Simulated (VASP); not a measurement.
# H in VASP: notebook, part 2 of 2

VASP 6.6.1. The steps go on from the part before.

## Step 4: Single point, r2SCAN (functional r2SCAN, strained)

The input, POSCAR:

```
H
1.0
    1.7087362435     -2.8314494842      0.0000000000
    1.7087362435      2.8314494842      0.0000000000
    0.0000000000      0.0000000000      6.5443474500
H
4
Direct
    0.5678085000      0.4321915000      0.9995149500
    0.4321915000      0.5678085000      0.0004850500
    0.4321915000      0.5678085000      0.4995149500
    0.5678085000      0.4321915000      0.5004850500
```

The input, INCAR.step1:

```
SYSTEM = H
PREC = Accurate
ENCUT = 520
ISMEAR = 0
SIGMA = 0.02
LREAL = .FALSE.
LASPH = .TRUE.
NELM = 80
NBANDS = 10
GGA = PE
ALGO = Normal
EDIFF = 1E-4
LWAVE = .TRUE.
LCHARG = .FALSE.
```

The input, INCAR.step2:

```
SYSTEM = H
PREC = Accurate
ENCUT = 520
EDIFF = 1E-6
ISMEAR = 0
SIGMA = 0.02
LREAL = .FALSE.
LASPH = .TRUE.
NELM = 80
ALGO = Normal
ISIF = 2
LWAVE = .FALSE.
LCHARG = .TRUE.
METAGGA = R2SCAN
LMIXTAU = .TRUE.
LELF = .TRUE.
LVHAR = .TRUE.
NBANDS = 10
ISTART = 1
```

The input, KPOINTS:

```
Automatic mesh
0
G
  8 8 4
  0 0 0
```

Potentials or basis: VASP PAW PBE potentials, release 64 (H).

On the command line:

```bash
cat potpaw_PBE.64/H/POTCAR > POTCAR
cp INCAR.step1 INCAR
mpirun -np 1 vasp_std > vasp.out
cp INCAR.step2 INCAR
mpirun -np 1 vasp_std > vasp.out
```

OUTCAR:

```text
SYSTEM = H
   PREC = Accurate
   ENCUT = 520
   EDIFF = 1E-6
   ISMEAR = 0
   LREAL = .FALSE.
   LASPH = .TRUE.
   NELM = 80
   ISIF = 2
   METAGGA = R2SCAN
   ISTART = 1

 ion  position               nearest neighbor table
   1  0.568  0.432  1.000-   2 0.77
   2  0.432  0.568  0.000-   1 0.77
   3  0.432  0.568  0.500-   4 0.77
   4  0.568  0.432  0.500-   3 0.77

  LATTYP: Found a base centered orthorhombic cell.
 ALAT       =     3.4174724870
 B/A-ratio  =     1.6570430311
 C/A-ratio  =     1.9149671211

  Lattice vectors:

 A1 = (   1.7087362435,  -2.8314494842,   0.0000000000)
 A2 = (   1.7087362435,   2.8314494842,   0.0000000000)
 A3 = (   0.0000000000,   0.0000000000,   6.5443474500)

Analysis of symmetry for initial positions (statically):
=====================================================================
 Subroutine PRICEL returns:
 Original cell was already a primitive cell.

 Routine SETGRP: Setting up the symmetry group for a
 base centered orthorhombic supercell.

 Subroutine GETGRP returns: Found  8 space group operations
 (whereof  4 operations were pure point group operations)
 out of a pool of  8 trial point group operations.

The static configuration has the point symmetry C_2h.
 The point group associated with its full space group is D_2h.

Analysis of symmetry for dynamics (positions and initial velocities):
=====================================================================
 Subroutine PRICEL returns:
 Original cell was already a primitive cell.

 Routine SETGRP: Setting up the symmetry group for a
 base centered orthorhombic supercell.

 Subroutine GETGRP returns: Found  8 space group operations
 (whereof  4 operations were pure point group operations)
 out of a pool of  8 trial point group operations.

The dynamic configuration has the point symmetry C_2h.
 The point group associated with its full space group is D_2h.

 Subroutine INISYM returns: Found  8 space group operations
[... 123 lines left out ...]
  Fermi-wavevector in a.u.,A,eV,Ry     =   0.651981  1.232065  5.783549  0.425079
  Thomas-Fermi vector in A             =   1.721755
   LORBIT       =      0    0 simple, 1 ext, 2 COOP (PROOUT), +10 PAW based schemes
   METAGGA = R2SCAN    functional components
   LHFCALC =     F    Hartree Fock is set to
   AEXX    =    0.0000 exact exchange contribution
   IVDW    =     0    specifies the selected vdW correction
   LEPSILON=     F    determine dielectric tensor
   LRPA    =     F    only Hartree local field effects (RPA)
 non-spin polarized calculation
 Gauss-broadening in eV      SIGMA  =   0.02
  energy-cutoff  :      520.00
  volume of cell :       63.33
 maximum number of plane-waves:      1736
 NGX is ok and might be reduce to    28
   NGX = 13   NGY = 13   NGZ = 25

 number of electron       3.9999999 magnetization

 Free energy of the ion-electron system (eV)
  ---------------------------------------------------
  ext. energy  EPLUGINS =         0.00000000
  ---------------------------------------------------
  free energy    TOTEN  =       -13.76834318 eV

  energy without entropy =      -13.76834318  energy(sigma->0) =      -13.76834318

 E-fermi :  -8.9685     XC(G=0):  -4.4384

 val. band max:       -9.1141989618   @ k =   0.3750   0.3750   0.0000
 cond. band min:      -0.1216424293   @ k =   0.5000   0.5000   0.0000
 fundamental gap:      8.9925565325
 Fermi energy:        -8.9684822731

 k-point     1 :       0.0000    0.0000    0.0000
  band No.  band energies     occupation
      1     -10.7166      2.00000
      2     -10.1390      2.00000
      3       1.0509      0.00000
      4       3.8458      0.00000
      5       7.5017      0.00000
      6       8.2035      0.00000
      7       8.5078      0.00000
      8       9.7904      0.00000
      9      12.3959      0.00000
     10      13.0829      0.00000
[... 287 lines left out ...]
 k-point    24 :       0.2500    0.0000    0.2500
  band No.  band energies     occupation
      1     -10.2057      2.00000
      2      -9.8467      2.00000
      3       2.3399      0.00000
      4       2.4865      0.00000
      5       4.8598      0.00000
      6       6.4597      0.00000
      7       8.6427      0.00000
      8       8.7666      0.00000
      9      10.6636      0.00000
     10      11.4205      0.00000

 [... further k-points ...]
[... 5 lines left out ...]
  --------------------------------------------------------------------------------------
  -------------------------------------------------------------------------------------
  Total       -0.0004260     -1.3836943      0.0055987      0.0000000     -0.0000000      0.0000000
  in kB       -0.0107788    -35.0082625      0.1416495      0.0000000     -0.0000000      0.0000000
  external PRESSURE =     -11.6257973 kB  Pullay stress =       0.0000000 kB

 VOLUME and BASIS-vectors are now :
 -----------------------------------------------------------------------------
  energy-cutoff  :      520.00
  volume of cell :       63.33
      direct lattice vectors                 reciprocal lattice vectors
     1.708736243 -2.831449484  0.000000000     0.292613914 -0.176587999  0.000000000
     1.708736243  2.831449484  0.000000000     0.292613914  0.176587999  0.000000000
     0.000000000  0.000000000  6.544347450     0.000000000  0.000000000  0.152803623

 POSITION                                       TOTAL-FORCE (eV/Angst)
 -----------------------------------------------------------------------------------
      1.70874     -0.38399      6.54117         0.000000      0.888892      0.007028
      1.70874      0.38399      0.00317         0.000000     -0.888892     -0.007028
      1.70874      0.38399      3.26900         0.000000     -0.888892      0.007028
      1.70874     -0.38399      3.27535         0.000000      0.888892     -0.007028
 -----------------------------------------------------------------------------------
    total drift:                                0.000000      0.000000     -0.000000

  FREE ENERGIE OF THE ION-ELECTRON SYSTEM (eV)
  ---------------------------------------------------
  free  energy   TOTEN  =       -13.7683431793 eV

  energy  without entropy=      -13.7683431793  energy(sigma->0) =      -13.76834318
```

OUTCAR.step1:

```text
SYSTEM = H
   PREC = Accurate
   ENCUT = 520
   ISMEAR = 0
   LREAL = .FALSE.
   LASPH = .TRUE.
[... 545 lines left out ...]
      1.70874      0.38399      0.00317         0.000000     -0.591467     -0.004614
      1.70874      0.38399      3.26900         0.000000     -0.591467      0.004614
      1.70874     -0.38399      3.27535         0.000000      0.591467     -0.004614
 -----------------------------------------------------------------------------------
    total drift:                                0.000000      0.000000     -0.000000

  FREE ENERGIE OF THE ION-ELECTRON SYSTEM (eV)
  ---------------------------------------------------
  free  energy   TOTEN  =       -13.5579112170 eV

  energy  without entropy=      -13.5579112170  energy(sigma->0) =      -13.55791122
```

OSZICAR.step1:

```text
N       E                     dE             d eps       ncg     rms          rms(c)
DAV:   1    -0.617565832541E+01   -0.61757E+01   -0.14993E+03  1260   0.277E+02
DAV:   2    -0.144237923636E+02   -0.82481E+01   -0.81510E+01  1586   0.488E+01
DAV:   3    -0.146952044737E+02   -0.27141E+00   -0.27129E+00  1528   0.829E+00
DAV:   4    -0.146960196978E+02   -0.81522E-03   -0.81521E-03  1432   0.545E-01
DAV:   5    -0.146960229140E+02   -0.32162E-05   -0.32162E-05  1490   0.347E-02    0.604E+00
DAV:   6    -0.139274843910E+02    0.76854E+00   -0.36255E-01  1322   0.208E+00    0.330E+00
DAV:   7    -0.135493765290E+02    0.37811E+00   -0.83485E-01  1316   0.329E+00    0.384E-01
DAV:   8    -0.135607578684E+02   -0.11381E-01   -0.15214E-02  1290   0.507E-01    0.278E-01
DAV:   9    -0.135578902503E+02    0.28676E-02   -0.56526E-03  1348   0.260E-01    0.194E-02
DAV:  10    -0.135579112170E+02   -0.20967E-04   -0.11723E-04  1344   0.581E-02
   1 F= -.13557911E+02 E0= -.13557911E+02  d E =-.103775E-27
```

Run time: 2.3 min. Hardware: 1 thread of Intel Xeon 6975P-C, shared host; peak memory 0.2 GiB.

What came out:

* Free energy: -13.7683 eV
* Pressure: -1.2 GPa
* Largest force: 0.889 eV/Å
* Band gap on the k mesh: 8.99 eV

Forces on the atoms (eV/Å):
```
H    0.000  0.889  0.007
H    0.000 -0.889 -0.007
H    0.000 -0.889  0.007
H    0.000  0.889 -0.007
```

Stress tensor (GPa, compression positive):
```
 0.00  0.00  0.00
 0.00 -3.50  0.00
 0.00  0.00  0.01
```

Levels at points of the mesh, in eV from the valence-band top:
```tsv
k point	band 1	band 2	band 3	band 4	band 5	band 6	band 7
(0.00, 0.00, 0.00)	-1.60	-1.02	10.17	12.96	16.62	17.32	17.62
(0.50, 0.00, 0.00)	-0.64	-0.23	9.98	12.05	13.88	15.58	16.08
(0.50, 0.50, 0.00)	-0.39	0.00	8.99	10.70	14.37	15.61	16.18
(0.00, 0.00, 0.50)	-1.33	-1.33	11.51	11.51	16.94	16.94	17.62
(0.50, 0.00, 0.50)	-0.44	-0.44	10.74	10.74	15.27	15.27	16.47
(0.50, 0.50, 0.50)	-0.20	-0.20	9.66	9.66	15.50	15.50	18.32
```

Caveat: the cell differs from its parent crystal (functional r2SCAN, strained); the PAW data sets were made with another functional, which shifts forces and pressure a little. A k mesh can miss the band edges.

## Step 5: Overview

| level | cell | gap on the mesh (eV) | pressure (GPa) | largest force (eV/Å) |
| --- | --- | --- | --- | --- |
| PBEsol | a = 3.261, b = 3.261, c = 6.572 Å, angles 90.3, 90.3, 116.2°, 4 atoms | 7.52 | -2.4 | 1.69 |
| PBEsol | a = 3.076, b = 3.071, c = 6.109 Å, angles 90.0, 90.0, 116.7°, 4 atoms | 8.75 | 4.5 | 3.13 |
| r2SCAN | a = 3.307, b = 3.307, c = 6.544 Å, angles 90.0, 90.0, 117.8°, 4 atoms | 8.99 | -1.2 | 0.89 |

Alike in all rows: task single point; potentials or basis VASP PAW PBE potentials, release 64 (H); no spin polarisation; k mesh 8 × 8 × 4; cutoff (eV) 520; smearing gaussian 0.02 eV.

Caveats: the PAW data sets were made with another functional, which shifts forces and pressure a little.

Absolute energies hang on the potentials; compare differences alone.
